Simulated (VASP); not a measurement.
# Mo16H: single point with PBE

System: Mo16H, a slab with vacuum.

```
Mo H
1.0
     6.32094    0.00000    0.00000
     0.00000    6.32094    0.00000
     0.00000    0.00000   20.08839
Mo H
16 1
Direct
  0.25000 0.25000 0.19912
  0.25000 0.75000 0.19912
  0.75000 0.25000 0.19912
  0.75000 0.75000 0.19912
  0.00000 0.00000 0.27778
  0.00000 0.50000 0.27778
  0.50000 0.00000 0.27778
  0.50000 0.50000 0.27778
  0.25000 0.25000 0.35897
  0.25000 0.75000 0.35897
  0.75000 0.25000 0.35897
  0.75000 0.75000 0.35897
  0.00000 0.00000 0.42753
  0.00000 0.50000 0.42753
  0.50000 0.00000 0.42753
  0.50000 0.50000 0.42753
  0.06250 0.18750 0.49114
```

| Property | Result |
| --- | --- |
| Program | VASP 6.6.1 |
| Task | single point |
| Functional | PBE |
| Potentials or basis | VASP PAW PBE potentials, release 64 (Mo_sv, H) |
| Cutoff | 520 eV |
| k mesh | 4 × 4 × 1 |
| Occupations | gaussian, width 0.1 eV |
| Spin | no spin polarisation |

```yaml
Largest_force: 1.831 eV/Å
Band_gap_on_the_k_mesh: zero (an odd number of electrons rules out a gap without spin polarisation)
```

Forces on the atoms (eV/Å):
```
Mo   0.035  0.005  1.788
Mo   0.001  0.009  1.720
Mo  -0.028 -0.003  1.738
Mo  -0.019 -0.011  1.735
Mo   0.001  0.000 -1.825
Mo  -0.008  0.035 -1.751
Mo   0.000  0.030 -1.831
Mo   0.051  0.011 -1.821
Mo   0.170  0.054 -0.327
Mo   0.324 -0.074 -0.011
Mo  -0.029  0.002 -0.170
Mo  -0.693 -0.288 -0.201
Mo   0.202 -0.192  0.470
Mo   0.116 -0.413  0.521
Mo  -0.030 -0.091 -0.016
Mo   0.025  0.104 -0.010
H   -0.118  0.822 -0.009
```

Levels at points of the mesh, in eV from the Fermi level:
```csv
k point,band 109,band 110,band 111,band 112,band 113,band 114,band 115,band 116,band 117,band 118
"(0.00, 0.00, 0.00)",-0.21,-0.21,-0.13,0.03,0.50,0.52,0.62,0.91,0.97,1.05
"(0.50, 0.00, 0.00)",-0.33,-0.26,-0.24,-0.17,-0.15,-0.09,-0.08,0.71,0.75,0.75
"(0.00, 0.50, 0.00)",-0.33,-0.28,-0.17,-0.16,-0.09,-0.09,0.52,0.72,0.74,0.75
"(0.50, 0.50, 0.00)",-0.50,-0.22,-0.21,-0.19,-0.10,-0.08,-0.08,-0.07,0.16,0.56
```

It took 57 min on 1 thread of Oxide Virtual Turin-like Processor, on a shared host, peak memory 1 GiB.
